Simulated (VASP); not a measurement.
# BAs (sol2) (I-4m2) in VASP: notebook, part 2 of 2

VASP 6.6.1.

### 4 Single point, PBEsol (strained cell)

INCAR reads:

```
SYSTEM = BAs
PREC = Accurate
ENCUT = 500
EDIFF = 1E-6
ISMEAR = 0
SIGMA = 0.02
LREAL = .FALSE.
LASPH = .TRUE.
NELM = 120
ALGO = Normal
ISIF = 2
LWAVE = .FALSE.
LCHARG = .FALSE.
GGA = PS
NBANDS = 11
GGA_COMPAT = .FALSE.
```

KPOINTS reads:

```
regular mesh
0
G
  8 8 8
  0 0 0
```

POSCAR reads:

```
BAs
1.0
    0.0000000000      2.4077081066      2.3714733725
    2.4077081066      0.0000000000      2.3714733725
    2.4077081066      2.4077081066      0.0000000000
B As
1 1
Direct
    0.0000000000      0.0000000000      0.0000000000
    0.2500000000      0.2500000000      0.2500000000
```

Potentials or basis: VASP PAW PBE potentials, release 64 (B, As).

Launch:

```
$ cat potpaw_PBE.64/B/POTCAR potpaw_PBE.64/As/POTCAR > POTCAR
$ mpirun -np 1 vasp_std > vasp.out
```

OUTCAR:

```text
SYSTEM = BAs
   PREC = Accurate
   ENCUT = 500
   EDIFF = 1E-6
   ISMEAR = 0
   LREAL = .FALSE.
   LASPH = .TRUE.
   NELM = 120
   ISIF = 2
   GGA = PS

 ion  position               nearest neighbor table
   1  0.000  0.000  0.000-   2 2.07   2 2.07   2 2.07   2 2.07
   2  0.250  0.250  0.250-   1 2.07   1 2.07   1 2.07   1 2.07

  LATTYP: Found a body centered tetragonal cell.
 ALAT       =     3.4050134586
 C/A-ratio  =     1.3929303959

  Lattice vectors:

 A1 = (   0.0000000000,  -2.4077081066,  -2.3714733725)
 A2 = (   0.0000000000,   2.4077081066,  -2.3714733725)
 A3 = (   2.4077081066,   0.0000000000,   2.3714733725)

Analysis of symmetry for initial positions (statically):
=====================================================================
 Subroutine PRICEL returns:
 Original cell was already a primitive cell.

 Routine SETGRP: Setting up the symmetry group for a
 body centered tetragonal supercell.

 Subroutine GETGRP returns: Found  8 space group operations
 (whereof  8 operations were pure point group operations)
 out of a pool of 16 trial point group operations.

The static configuration has the point symmetry D_2d.

Analysis of symmetry for dynamics (positions and initial velocities):
=====================================================================
 Subroutine PRICEL returns:
 Original cell was already a primitive cell.

 Routine SETGRP: Setting up the symmetry group for a
 body centered tetragonal supercell.

 Subroutine GETGRP returns: Found  8 space group operations
 (whereof  8 operations were pure point group operations)
 out of a pool of 16 trial point group operations.

The dynamic configuration has the point symmetry D_2d.

 Subroutine INISYM returns: Found  8 space group operations
 (whereof  8 operations are pure point group operations),
 and found     1 'primitive' translations

----------------------------------------------------------------------------------------

                                     Primitive cell

  volume of cell :      27.4951

  direct lattice vectors                    reciprocal lattice vectors
     0.000000000  2.407708107  2.371473373    -0.207666369  0.207666369  0.210839390
     2.407708107  0.000000000  2.371473373     0.207666369 -0.207666369  0.210839390
     2.407708107  2.407708107  0.000000000     0.207666369  0.207666369 -0.210839390

  length of vectors
     3.379488761  3.379488761  3.405013459     0.361529930  0.361529930  0.361529930

  position of ions in fractional coordinates (direct lattice)
     0.000000000  0.000000000  0.000000000
     0.250000000  0.250000000  0.250000000

  ion indices of the primitive-cell ions
   primitive index   ion index
                 1           1
                 2           2

----------------------------------------------------------------------------------------

 KPOINTS: regular mesh

Automatic generation of k-mesh.
 Grid dimensions read from file:
 generate k-points for:    8    8    8

 Generating k-lattice:

  Cartesian coordinates                     Fractional coordinates (reciprocal lattice)
    -0.025958296  0.025958296  0.026354924     0.125000000  0.000000000  0.000000000
[... 39 lines left out ...]
  0.375000  0.000000  0.125000     16.000000
 [... further k-points ...]
   k-points           NKPTS =     59   k-points in BZ     NKDIM =     59   number of bands    NBANDS=     11
   number of dos      NEDOS =    301   number of ions     NIONS =      2
   total plane-waves  NPLWV =  21952
   dimension x,y,z NGX =    28 NGY =   28 NGZ =   28
   dimension x,y,z NGXF=    56 NGYF=   56 NGZF=   56
   ions per type =               1   1
   NGX,Y,Z   is equivalent  to a cutoff of  13.77, 13.77, 13.67 a.u.
   NGXF,Y,Z  is equivalent  to a cutoff of  27.55, 27.55, 27.34 a.u.
 SYSTEM =  BAs
   PREC   = accura    normal or accurate (medium, high low for compatibility)
   ISTART =      0    job   : 0-new  1-cont  2-samecut
   ICHARG =      2    charge: 1-file 2-atom 10-const
   ISPIN  =      1    spin polarized calculation?
   LNONCOLLINEAR =      F non collinear calculations
   LSORBIT =      F    spin-orbit coupling
   LASPH  =      T    aspherical Exc in radial PAW
   ENCUT  =  500.0 eV  36.75 Ry    6.06 a.u.   6.16  6.16  6.21*2*pi/ulx,y,z
   NELM   =    120;   NELMIN=  2; NELMDL= -5     # of ELM steps
   EDIFF  = 0.1E-05   stopping-criterion for ELM
   LREAL  =      F    real-space projection
   EDIFFG = 0.1E-04   stopping-criterion for IOM
   NSW    =      0    number of steps for IOM
   IBRION =     -1    ionic relax: 0-MD 1-quasi-New 2-CG
   NFREE  =      0    steps in history (QN), initial steepest desc. (CG)
   ISIF   =      2    stress and relaxation
   ISYM   =      2    0-nonsym 1-usesym 2-fastsym
   POTIM  = 0.5000    time-step for ionic-motion
   TEBEG  =    0.0;   TEEND  =   0.0 temperature during run
   PSTRESS=    0.0 pullay stress
   NELECT =       8.0000    total number of electrons
   NUPDOWN=      -1.0000    fix difference up-down
   EMIN   =  10.00;   EMAX   =-10.00  energy-range for DOS
   EFERMI =   0.00;   METHOD = LEGACY
   ISMEAR =     0;   SIGMA  =   0.02  broadening in eV -4-tet -1-fermi 0-gaus
   EFERMI_NEDOS =   21; number of points for ismear=-14 and -15
   IALGO  =     38    algorithm
   IMIX   =      4    mixing-type and parameters
     AMIX     =   0.40;   BMIX     =  1.00
     AMIX_MAG =   1.60;   BMIX_MAG =  1.00
  volume/ion in A,a.u.               =      13.75        92.77
  Fermi-wavevector in a.u.,A,eV,Ry     =   1.084808  2.049990 16.011448  1.176808
  Thomas-Fermi vector in A             =   2.220907
   LORBIT       =      0    0 simple, 1 ext, 2 COOP (PROOUT), +10 PAW based schemes
   GGA     = PS    functional components
   LHFCALC =     F    Hartree Fock is set to
   AEXX    =    0.0000 exact exchange contribution
   IVDW    =     0    specifies the selected vdW correction
   LEPSILON=     F    determine dielectric tensor
   LRPA    =     F    only Hartree local field effects (RPA)
 non-spin polarized calculation
 Gauss-broadening in eV      SIGMA  =   0.02
  energy-cutoff  :      500.00
  volume of cell :       27.50
 maximum number of plane-waves:       709
 NGX is ok and might be reduce to    28
   NGX = 13   NGY = 13   NGZ = 13

 number of electron       8.0000000 magnetization

 Free energy of the ion-electron system (eV)
  ---------------------------------------------------
  ext. energy  EPLUGINS =         0.00000000
  ---------------------------------------------------
  free energy    TOTEN  =       -12.19788509 eV

  energy without entropy =      -12.19788509  energy(sigma->0) =      -12.19788509

 E-fermi :   6.1260     XC(G=0): -10.6933

 val. band max:        6.0435969126   @ k =   0.0000   0.0000   0.0000
 cond. band min:       6.9183000656   @ k =   0.3750   0.3750   0.0000
 fundamental gap:      0.8747031529
 Fermi energy:         6.1259575701

 k-point     1 :       0.0000    0.0000    0.0000
  band No.  band energies     occupation
      1      -9.4087      2.00000
      2       5.9000      2.00000
      3       5.9000      2.00000
      4       6.0436      2.00000
      5       9.1135      0.00000
      6       9.2099      0.00000
      7       9.2099      0.00000
      8      10.5148      0.00000
      9      15.2519      0.00000
     10      18.6347      0.00000
     11      19.0351      0.00000
[... 309 lines left out ...]
 k-point    24 :       0.3750    0.0000    0.1250
  band No.  band energies     occupation
      1      -7.4936      2.00000
      2      -0.6556      2.00000
      3       3.4698      2.00000
      4       3.6959      2.00000
      5       9.1022      0.00000
      6      10.7634      0.00000
      7      11.9892      0.00000
      8      13.2322      0.00000
      9      17.1340      0.00000
     10      18.6423      0.00000
     11      19.6814      0.00000

 [... further k-points ...]

------------------------ aborting loop because EDIFF is reached ----------------------------------------

  FORCE on cell =-STRESS in cart. coord.  units (eV):
  Direction    XX          YY          ZZ          XY          YZ          ZX
  --------------------------------------------------------------------------------------
  -------------------------------------------------------------------------------------
  Total       -0.3717942     -0.3717942      0.1414580      0.0000000      0.0000000      0.0000000
  in kB      -21.6649286    -21.6649286      8.2429418      0.0000000      0.0000000      0.0000000
  external PRESSURE =     -11.6956385 kB  Pullay stress =       0.0000000 kB

 VOLUME and BASIS-vectors are now :
 -----------------------------------------------------------------------------
  energy-cutoff  :      500.00
  volume of cell :       27.50
      direct lattice vectors                 reciprocal lattice vectors
     0.000000000  2.407708107  2.371473373    -0.207666369  0.207666369  0.210839390
     2.407708107  0.000000000  2.371473373     0.207666369 -0.207666369  0.210839390
     2.407708107  2.407708107  0.000000000     0.207666369  0.207666369 -0.210839390

 POSITION                                       TOTAL-FORCE (eV/Angst)
 -----------------------------------------------------------------------------------
      0.00000      0.00000      0.00000         0.000000      0.000000     -0.000000
      1.20385      1.20385      1.18574        -0.000000     -0.000000      0.000000
 -----------------------------------------------------------------------------------
    total drift:                               -0.000000     -0.000000     -0.000000

  FREE ENERGIE OF THE ION-ELECTRON SYSTEM (eV)
  ---------------------------------------------------
  free  energy   TOTEN  =       -12.1978850865 eV

  energy  without entropy=      -12.1978850865  energy(sigma->0) =      -12.19788509
```

Wall time 8 s (1 thread of Intel Xeon 6975P-C (Granite Rapids), shared host); peak memory 0.16 GiB.

Results:

```
Free energy            : -12.1979 eV
Pressure               : -1.2 GPa
Band gap on the k mesh : 0.87 eV, indirect (least direct gap 3.07 eV)
```

Caveat: the cell differs from its parent crystal (strained cell); the PAW data sets were made with another functional, which shifts forces and pressure a little. A k mesh can miss the band edges.

### 5 Relaxation of the atoms, PBEsol (strained cell)

INCAR reads:

```
SYSTEM = BAs
PREC     = Accurate       ! precision mode
ENCUT    = 450            ! plane-wave cutoff, eV
EDIFF    = 1E-7           ! SCF threshold, eV
ISMEAR   = 0              ! smearing method
SIGMA    = 0.02           ! smearing width, eV
LREAL    = .FALSE.        ! projectors in reciprocal space
LASPH    = .TRUE.         ! aspherical terms in the spheres
NELM     = 120            ! most SCF steps
ALGO     = Normal         ! electronic algorithm
ISIF     = 2              ! what is computed and relaxed
LWAVE    = .FALSE.        ! write WAVECAR
LCHARG   = .FALSE.        ! write CHGCAR
GGA      = PS             ! functional
IBRION   = 2              ! ionic algorithm
NSW      = 60             ! ionic steps
EDIFFG   = -0.002         ! ionic threshold
GGA_COMPAT= .FALSE.      
NELMIN   = 4
```

KPOINTS is that of step 4.

POSCAR reads:

```
BAs
1.0
    0.0000000000      2.4077081066      2.3695661960
    2.4077081066      0.0000000000      2.3695661960
    2.4077081066      2.4077081066      0.0000000000
B As
1 1
Direct
    0.0000000000      0.0000000000      0.0000000000
    0.2500000000      0.2500000000      0.2500000000
```

Launch:

```
$ cat potpaw_PBE.64/B/POTCAR potpaw_PBE.64/As/POTCAR > POTCAR
$ mpirun -np 1 vasp_std > vasp.out
```

It took 3.9 s on 1 thread of Intel Xeon 6975P-C (Granite Rapids), shared host; peak memory 0.14 GiB.

Results (log left out):

```
Free energy             : -12.1974 eV
Pressure after relaxing : -1.0 GPa
Band gap on the k mesh  : 0.86 eV, indirect (least direct gap 3.06 eV)
```

Stress tensor (GPa, compression positive):
```
-2.10  0.00  0.00
 0.00 -2.10  0.00
 0.00  0.00  1.05
```

Final structure:
```
B As
1.0
     0.00000    2.40771    2.36957
     2.40771    0.00000    2.36957
     2.40771    2.40771    0.00000
B As
1 1
Direct
  0.00000 0.00000 0.00000
  0.25000 0.25000 0.25000
```

Levels at points of the mesh, in eV from the valence-band top:
```tsv
k point	band 1	band 2	band 3	band 4	band 5	band 6	band 7	band 8
(0.00, 0.00, 0.00)	-15.46	-0.15	-0.15	0.00	3.06	3.16	3.16	4.48
(0.50, 0.00, 0.00)	-12.61	-8.87	-2.01	-1.82	2.49	4.55	4.70	8.59
(0.50, 0.50, 0.00)	-11.23	-8.50	-4.27	-4.27	1.09	1.13	11.17	11.17
(0.50, 0.00, 0.50)	-11.35	-8.63	-4.13	-4.11	1.29	1.31	11.04	11.26
```

Caveat: the cell differs from its parent crystal (strained cell); the relaxation stopped at its first step, so nothing moved; the PAW data sets were made with another functional, which shifts forces and pressure a little.

### 6 Relaxation of the atoms, PBEsol (strained cell)

INCAR reads:

```
SYSTEM = BAs
  PREC = Accurate
  ENCUT = 450
  EDIFF = 1E-7
  ISMEAR = 0
  SIGMA = 0.02
  LREAL = .False.
  LASPH = .True.
  NELM = 120
  ALGO = Normal
  ISIF = 2
  LWAVE = .False.
  LCHARG = .False.
  GGA = PS
  IBRION = 2
  NSW = 60
  EDIFFG = -0.002
  GGA_COMPAT = .False.
  NELMIN = 4
```

KPOINTS reads:

```
Automatic mesh
0
Gamma
  8 8 8
  0 0 0
```

POSCAR reads:

```
BAs
1.0
    0.0000000000      2.4077081066      2.3729251034
    2.4077081066      0.0000000000      2.3729251034
    2.4077081066      2.4077081066      0.0000000000
B As
1 1
Direct
    0.0000000000      0.0000000000      0.0000000000
    0.2500000000      0.2500000000      0.2500000000
```

Potentials or basis: VASP PAW PBE potentials, release 64 (B, As).

Launch:

```
$ cat potpaw_PBE.64/B/POTCAR potpaw_PBE.64/As/POTCAR > POTCAR
$ mpirun -np 1 vasp_std > vasp.out
```

Run time: 4.9 s. Hardware: 1 thread of Intel Xeon 6975P-C (Granite Rapids), shared host; peak memory 0.14 GiB.

Results (log left out):

```
Free energy             : -12.1976 eV
Pressure after relaxing : -1.2 GPa
Band gap on the k mesh  : 0.88 eV, indirect (least direct gap 3.08 eV)
```

Stress tensor (GPa, compression positive):
```
-2.20  0.00  0.00
 0.00 -2.20  0.00
 0.00  0.00  0.67
```

Final structure:
```
CELL_PARAMETERS angstrom
0.00000 2.40771 2.37293
2.40771 0.00000 2.37293
2.40771 2.40771 0.00000
ATOMIC_POSITIONS crystal
B 0.00000 0.00000 0.00000
As 0.25000 0.25000 0.25000
```

Levels at points of the mesh, in eV from the valence-band top:
```csv
k point,band 1,band 2,band 3,band 4,band 5,band 6,band 7,band 8
"(0.00, 0.00, 0.00)",-15.44,-0.14,-0.14,0.00,3.08,3.17,3.17,4.47
"(0.50, 0.00, 0.00)",-12.59,-8.86,-1.99,-1.82,2.49,4.56,4.70,8.60
"(0.50, 0.50, 0.00)",-11.22,-8.49,-4.25,-4.25,1.11,1.15,11.17,11.17
"(0.50, 0.00, 0.50)",-11.34,-8.61,-4.12,-4.10,1.29,1.31,11.05,11.25
```

Caveat: the cell differs from its parent crystal (strained cell); the relaxation stopped at its first step, so nothing moved; the PAW data sets were made with another functional, which shifts forces and pressure a little.

### 7 Relaxation of the atoms, PBEsol (strained cell)

INCAR reads:

```
  PREC = Accurate
  ENCUT = 450
  EDIFF = 1E-7
  ISMEAR = 0
  SIGMA = 0.02
  LREAL = F
  LASPH = T
  NELM = 120
  ALGO = Normal
  ISIF = 2
  LWAVE = F
  LCHARG = F
  GGA = PS
  IBRION = 2
  NSW = 60
  EDIFFG = -0.002
  GGA_COMPAT = F
  NELMIN = 4
```

KPOINTS reads:

```
regular mesh
0
Gamma
  8 8 8
```

POSCAR reads:

```
BAs
1.0
    0.0000000000      2.4077081066      2.3714733725
    2.4077081066      0.0000000000      2.3714733725
    2.4077081066      2.4077081066      0.0000000000
B As
1 1
Direct
    0.0000000000      0.0000000000      0.0000000000
    0.2500000000      0.2500000000      0.2500000000
```

Launch:

```
$ cat potpaw_PBE.64/B/POTCAR potpaw_PBE.64/As/POTCAR > POTCAR
$ mpirun -np 1 vasp_std > vasp.out
```

It took 5.3 s on 1 thread of Intel Xeon 6975P-C (Granite Rapids), shared host; peak memory 0.13 GiB.

Results (log left out):

| Property | Result |
| --- | --- |
| Free energy | -12.1975 eV |
| Pressure after relaxing | -1.2 GPa |
| Band gap on the k mesh | 0.87 eV, indirect (least direct gap 3.07 eV) |

Stress tensor (GPa, compression positive):
```
-2.15  0.00  0.00
 0.00 -2.15  0.00
 0.00  0.00  0.84
```

Final structure:
```cif
data_structure
_symmetry_space_group_name_H-M 'P 1'
_symmetry_Int_Tables_number 1
_cell_length_a 3.3795
_cell_length_b 3.3795
_cell_length_c 3.4050
_cell_angle_alpha 59.750
_cell_angle_beta 59.750
_cell_angle_gamma 60.500
_cell_volume 27.50
loop_
_atom_site_label
_atom_site_type_symbol
_atom_site_fract_x
_atom_site_fract_y
_atom_site_fract_z
_atom_site_occupancy
B1 B 0.00000 0.00000 0.00000 1
As1 As 0.25000 0.25000 0.25000 1
```

Levels at points of the mesh, in eV from the valence-band top:
```csv
k point,band 1,band 2,band 3,band 4,band 5,band 6,band 7,band 8
"(0.00, 0.00, 0.00)",-15.45,-0.14,-0.14,0.00,3.07,3.17,3.17,4.47
"(0.50, 0.00, 0.00)",-12.60,-8.86,-2.00,-1.82,2.49,4.56,4.70,8.60
"(0.50, 0.50, 0.00)",-11.22,-8.50,-4.26,-4.26,1.10,1.14,11.17,11.17
"(0.50, 0.00, 0.50)",-11.34,-8.62,-4.13,-4.10,1.29,1.31,11.04,11.26
```

Caveat: the cell differs from its parent crystal (strained cell); the relaxation stopped at its first step, so nothing moved; the PAW data sets were made with another functional, which shifts forces and pressure a little. A k mesh can miss the band edges.

### 8 The runs side by side

```csv
task,cell,cutoff (eV),gap on the mesh (eV),pressure (GPa)
single point,"a = 3.378, b = 3.378, c = 3.405 Å, angles 59.7, 59.7, 60.5°, 2 atoms",500,0.86,-1.1
single point,"a = 3.381, b = 3.381, c = 3.405 Å, angles 59.8, 59.8, 60.5°, 2 atoms",500,0.88,-1.3
single point,"a = 3.379, b = 3.379, c = 3.405 Å, angles 59.7, 59.7, 60.5°, 2 atoms",500,0.87,-1.2
relaxation of the atoms,"atoms relaxed from a = 3.378, b = 3.378, c = 3.405 Å, angles 59.7, 59.7, 60.5°, 2 atoms",450,0.86,-1.0
relaxation of the atoms,"atoms relaxed from a = 3.381, b = 3.381, c = 3.405 Å, angles 59.8, 59.8, 60.5°, 2 atoms",450,0.88,-1.2
relaxation of the atoms,"atoms relaxed from a = 3.379, b = 3.379, c = 3.405 Å, angles 59.7, 59.7, 60.5°, 2 atoms",450,0.87,-1.2
```

Alike in all rows: level PBEsol; potentials or basis VASP PAW PBE potentials, release 64 (B, As); no spin polarisation; k mesh 8 × 8 × 8; smearing gaussian 0.02 eV.

Caveats: the PAW data sets were made with another functional, which shifts forces and pressure a little; the relaxation stopped at its first step, so nothing moved (some runs).

Absolute energies hang on the potentials; compare differences alone.
